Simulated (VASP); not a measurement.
# Rb (Fmmm) in VASP: notebook

The runs below take Rb through single point, with PBEsol.

Everything below comes from runs of VASP 6.6.1. Logs are shortened: lines on timing, memory, paths and dates and some standing lists are left out, and cuts for length are marked.

## (1) The cell of the first run

The structure is orthorhombic, space group Fmmm (No. 69). The conventional cell has a = 5.612 Å, b = 7.565 Å, c = 8.308 Å, α = 90.00°, β = 90.00°, γ = 90.00°.

## (2) Single point, PBEsol (strain +0.0937 x Voigt [0, 0, 0, 1, 0, 0])

The input, INCAR:

```
ALGO     = Fast           # electronic algorithm
EDIFF    = 1E-6           # SCF threshold, eV
ENCUT    = 520            # plane-wave cutoff, eV
GGA      = PS             # functional
ISIF     = 2              # what is computed and relaxed
ISMEAR   = 0              # smearing method
LASPH    = True           # aspherical terms in the spheres
LCHARG   = True           # write CHGCAR
LELF     = True           # ELF
LREAL    = False          # projectors in reciprocal space
LVHAR    = True         
LWAVE    = False          # write WAVECAR
NBANDS   = 10             # bands
NELM     = 100            # most SCF steps
PREC     = Accurate       # precision mode
SIGMA    = 0.15           # smearing width, eV
```

The input, KPOINTS:

```
k-points
0
Gamma
  12 12 12
```

The input, POSCAR:

```
Rb
1.0
   -2.8060000000      2.9374611000      2.9374611000
    2.8060000000     -2.6745389000      2.6745389000
    2.8060000000      2.6745389000     -2.6745389000
Rb
1
Direct
    0.0000000000      0.0000000000      0.0000000000
```

Potentials or basis: VASP PAW PBE potentials, release 64 (Rb_sv).

The run is started by

```
> cat potpaw_PBE.64/Rb_sv/POTCAR > POTCAR
> mpirun -np 1 vasp_std > vasp.out
```

OUTCAR:

```text
EDIFF = 1E-6
   ENCUT = 520
   GGA = PS
   ISIF = 2
   ISMEAR = 0
   LASPH = True
   LREAL = False
   NELM = 100
   PREC = Accurate

 ion  position               nearest neighbor table
   1  0.000  0.000  0.000-

  LATTYP: Found a face centered orthorhombic cell.
 ALAT       =     5.6120000000
 B/A-ratio  =     1.3479576570
 C/A-ratio  =     1.4804694678

  Lattice vectors:

 A1 = (   0.0000000000,   5.6120000000,   0.2629222000)
 A2 = (   2.8060000000,   2.9374611000,   2.9374611000)
 A3 = (   2.8060000000,   2.6745389000,  -2.6745389000)

Analysis of symmetry for initial positions (statically):
=====================================================================
 Subroutine PRICEL returns:
 Original cell was already a primitive cell.

 Routine SETGRP: Setting up the symmetry group for a
 face centered orthorhombic supercell.

 Subroutine GETGRP returns: Found  8 space group operations
 (whereof  8 operations were pure point group operations)
 out of a pool of  8 trial point group operations.

The static configuration has the point symmetry D_2h.

Analysis of symmetry for dynamics (positions and initial velocities):
=====================================================================
 Subroutine PRICEL returns:
 Original cell was already a primitive cell.

 Routine SETGRP: Setting up the symmetry group for a
 face centered orthorhombic supercell.

 Subroutine GETGRP returns: Found  8 space group operations
 (whereof  8 operations were pure point group operations)
 out of a pool of  8 trial point group operations.

The dynamic configuration has the point symmetry D_2h.

 Subroutine INISYM returns: Found  8 space group operations
 (whereof  8 operations are pure point group operations),
 and found     1 'primitive' translations

----------------------------------------------------------------------------------------

                                     Primitive cell

  volume of cell :      88.1797

  direct lattice vectors                    reciprocal lattice vectors
    -2.806000000  2.937461100  2.937461100     0.000000000  0.170215020  0.170215020
     2.806000000 -2.674538900  2.674538900     0.178189594 -0.008366546  0.178581566
     2.806000000  2.674538900 -2.674538900     0.178189594  0.178581566 -0.008366546

  length of vectors
     5.013082029  4.709559709  4.709559709     0.240720390  0.252414156  0.252414156

  position of ions in fractional coordinates (direct lattice)
     0.000000000  0.000000000  0.000000000

[... 81 lines left out ...]
   ISIF   =      2    stress and relaxation
   ISYM   =      2    0-nonsym 1-usesym 2-fastsym
   POTIM  = 0.5000    time-step for ionic-motion
   TEBEG  =    0.0;   TEEND  =   0.0 temperature during run
   PSTRESS=    0.0 pullay stress
   NELECT =       9.0000    total number of electrons
   NUPDOWN=      -1.0000    fix difference up-down
   EMIN   =  10.00;   EMAX   =-10.00  energy-range for DOS
   EFERMI =   0.00;   METHOD = LEGACY
   ISMEAR =     0;   SIGMA  =   0.15  broadening in eV -4-tet -1-fermi 0-gaus
   EFERMI_NEDOS =   21; number of points for ismear=-14 and -15
   IALGO  =     68    algorithm
   IMIX   =      4    mixing-type and parameters
     AMIX     =   0.40;   BMIX     =  1.00
     AMIX_MAG =   1.60;   BMIX_MAG =  1.00
  volume/ion in A,a.u.               =      88.18       595.07
  Fermi-wavevector in a.u.,A,eV,Ry     =   0.765067  1.445767  7.963863  0.585327
  Thomas-Fermi vector in A             =   1.865106
   LORBIT       =      0    0 simple, 1 ext, 2 COOP (PROOUT), +10 PAW based schemes
   GGA     = PS    functional components
   LHFCALC =     F    Hartree Fock is set to
   AEXX    =    0.0000 exact exchange contribution
   IVDW    =     0    specifies the selected vdW correction
   LEPSILON=     F    determine dielectric tensor
   LRPA    =     F    only Hartree local field effects (RPA)
 non-spin polarized calculation
 RMM-DIIS sequential band-by-band and
 Gauss-broadening in eV      SIGMA  =   0.15
  energy-cutoff  :      520.00
  volume of cell :       88.18
 maximum number of plane-waves:      2399
 NGX is ok and might be reduce to    40
   NGX = 19   NGY = 17   NGZ = 17

 number of electron       9.0000000 magnetization

 Free energy of the ion-electron system (eV)
  ---------------------------------------------------
  ext. energy  EPLUGINS =         0.00000000
  ---------------------------------------------------
  free energy    TOTEN  =        -1.02418113 eV

  energy without entropy =       -1.01353156  energy(sigma->0) =       -1.01885634

 E-fermi :   0.0155     XC(G=0):  -5.5993

 val. band max:        0.0043763330   @ k =  -0.3333   0.4167   0.1667
 cond. band min:       0.0367586372   @ k =   0.0833   0.5000   0.0833
 fundamental gap:      0.0323823042
 Fermi energy:         0.0154700103

 k-point     1 :       0.0000    0.0000    0.0000
  band No.  band energies     occupation
      1     -28.8309      2.00000
      2     -12.8791      2.00000
      3     -12.8723      2.00000
      4     -12.8677      2.00000
      5      -2.0006      2.00000
      6       3.5120      0.00000
      7       3.5703      0.00000
      8       3.9465      0.00000
      9       4.7103      0.00000
     10       4.8679      0.00000
[... 287 lines left out ...]
 k-point    24 :       0.2500    0.2500    0.0000
  band No.  band energies     occupation
      1     -28.8266      2.00000
      2     -12.9494      2.00000
      3     -12.9217      2.00000
      4     -12.8782      2.00000
      5      -0.1094      1.76080
      6       1.5258      0.00000
      7       2.0249      0.00000
      8       4.4017      0.00000
      9       4.6922      0.00000
     10       5.4313      0.00000

 [... further k-points ...]

------------------------ aborting loop because EDIFF is reached ----------------------------------------

  FORCE on cell =-STRESS in cart. coord.  units (eV):
  Direction    XX          YY          ZZ          XY          YZ          ZX
  --------------------------------------------------------------------------------------
  -------------------------------------------------------------------------------------
  Total       -0.0167263     -0.0313262     -0.0313262     -0.0000000     -0.0996822      0.0000000
  in kB       -0.3039075     -0.5691796     -0.5691796     -0.0000000     -1.8111709      0.0000000
  external PRESSURE =      -0.4807555 kB  Pullay stress =       0.0000000 kB

 VOLUME and BASIS-vectors are now :
 -----------------------------------------------------------------------------
  energy-cutoff  :      520.00
  volume of cell :       88.18
      direct lattice vectors                 reciprocal lattice vectors
    -2.806000000  2.937461100  2.937461100     0.000000000  0.170215020  0.170215020
     2.806000000 -2.674538900  2.674538900     0.178189594 -0.008366546  0.178581566
     2.806000000  2.674538900 -2.674538900     0.178189594  0.178581566 -0.008366546

 POSITION                                       TOTAL-FORCE (eV/Angst)
 -----------------------------------------------------------------------------------
      0.00000      0.00000      0.00000         0.000000      0.000000      0.000000
 -----------------------------------------------------------------------------------
    total drift:                                0.000000     -0.000000     -0.000000

  FREE ENERGIE OF THE ION-ELECTRON SYSTEM (eV)
  ---------------------------------------------------
  free  energy   TOTEN  =        -1.0241811311 eV

  energy  without entropy=       -1.0135315551  energy(sigma->0) =       -1.01885634
```

OSZICAR:

```text
N       E                     dE             d eps       ncg     rms          rms(c)
DAV:   1     0.432403095435E+02    0.43240E+02   -0.33058E+03  5600   0.659E+02
DAV:   2     0.184386620506E+01   -0.41396E+02   -0.40467E+02  6232   0.125E+02
DAV:   3    -0.905400066746E+00   -0.27493E+01   -0.27417E+01  7466   0.327E+01
DAV:   4    -0.102262454389E+01   -0.11722E+00   -0.11668E+00  8030   0.572E+00
DAV:   5    -0.102438250195E+01   -0.17580E-02   -0.17576E-02  7562   0.644E-01    0.116E+00
RMM:   6    -0.102384987215E+01    0.53263E-03   -0.17118E-03  6705   0.256E-01    0.712E-01
RMM:   7    -0.102409989489E+01   -0.25002E-03   -0.40038E-03  7100   0.376E-01    0.522E-02
RMM:   8    -0.102417374455E+01   -0.73850E-04   -0.23628E-04  8536   0.977E-02    0.813E-03
RMM:   9    -0.102417949204E+01   -0.57475E-05   -0.62596E-05  9363   0.363E-02    0.681E-03
RMM:  10    -0.102418090448E+01   -0.14124E-05   -0.10246E-05  9037   0.166E-02    0.423E-03
RMM:  11    -0.102418113112E+01   -0.22664E-06   -0.42925E-06  7680   0.871E-03
   1 F= -.10241811E+01 E0= -.10188563E+01  d E =-.106496E-01
```

Wall time 2.4 min (1 thread of AMD EPYC 9R45 (Zen 5), shared host); peak memory 0.35 GiB.

What came out:

```
Free energy            : -1.0242 eV
Pressure               : 0.0 GPa
Band gap on the k mesh : zero (an odd number of electrons rules out a gap without spin polarisation)
```

Stress tensor (GPa, compression positive):
```
-0.03  0.00  0.00
 0.00 -0.06 -0.18
 0.00 -0.18 -0.06
```

Caveat: the cell differs from its parent crystal (strain +0.0937 x Voigt [0, 0, 0, 1, 0, 0]); the PAW data sets were made with another functional, which shifts forces and pressure a little.

## (3) Single point, PBEsol (strain +0.0562 x Voigt [0, 0, 0, 1, 0, 0])

The input, INCAR:

```
  PREC = Accurate
  ENCUT = 520
  EDIFF = 1E-7
  ISMEAR = 0
  SIGMA = 0.15
  LREAL = F
  LASPH = T
  NELM = 80
  ALGO = Fast
  ISIF = 2
  LWAVE = F
  LCHARG = F
  GGA = PS
  NBANDS = 10
```

The input, KPOINTS:

```
regular mesh
0
Gamma
  12 12 12
```

The input, POSCAR:

```
Rb
1.0
   -2.8060000000      2.8848486000      2.8848486000
    2.8060000000     -2.7271514000      2.7271514000
    2.8060000000      2.7271514000     -2.7271514000
Rb
1
Direct
    0.0000000000      0.0000000000      0.0000000000
```

Potentials or basis: VASP PAW PBE potentials, release 64 (Rb_sv).

The run is started by

```
> cat potpaw_PBE.64/Rb_sv/POTCAR > POTCAR
> mpirun -np 1 vasp_std > vasp.out
```

Wall time 2.7 min (1 thread of AMD EPYC 9R45 (Zen 5), shared host); peak memory 0.35 GiB.

It converged, with:

| Quantity | Value |
| --- | --- |
| Free energy | -1.0271 eV |
| Pressure | -0.1 GPa |
| Band gap on the k mesh | zero (an odd number of electrons rules out a gap without spin polarisation) |

Stress tensor (GPa, compression positive):
```
-0.05  0.00  0.00
 0.00 -0.06 -0.11
 0.00 -0.11 -0.06
```

Levels at points of the mesh, in eV from the Fermi level:
```
           k point  band 1  band 2  band 3  band 4  band 5  band 6  band 7  band 8
(0.00, 0.00, 0.00)  -28.84  -12.89  -12.88  -12.88   -2.01    3.58    3.65    3.84
(0.50, 0.00, 0.00)  -28.83  -12.98  -12.91  -12.88    0.13    0.68    2.60    4.49
(0.00, 0.50, 0.00)  -28.83  -12.99  -12.92  -12.88    0.24    0.81    2.58    4.34
(0.00, 0.50, 0.50)  -28.83  -13.00  -12.93  -12.88    0.34    0.95    2.58    4.17
(0.50, 0.50, 0.50)  -28.83  -12.97  -12.96  -12.94    1.24    1.26    3.31    3.32
```

Caveat: the cell differs from its parent crystal (strain +0.0562 x Voigt [0, 0, 0, 1, 0, 0]); the PAW data sets were made with another functional, which shifts forces and pressure a little.

The gap in the log of VASP goes by the Fermi energy; the results here count the filled bands.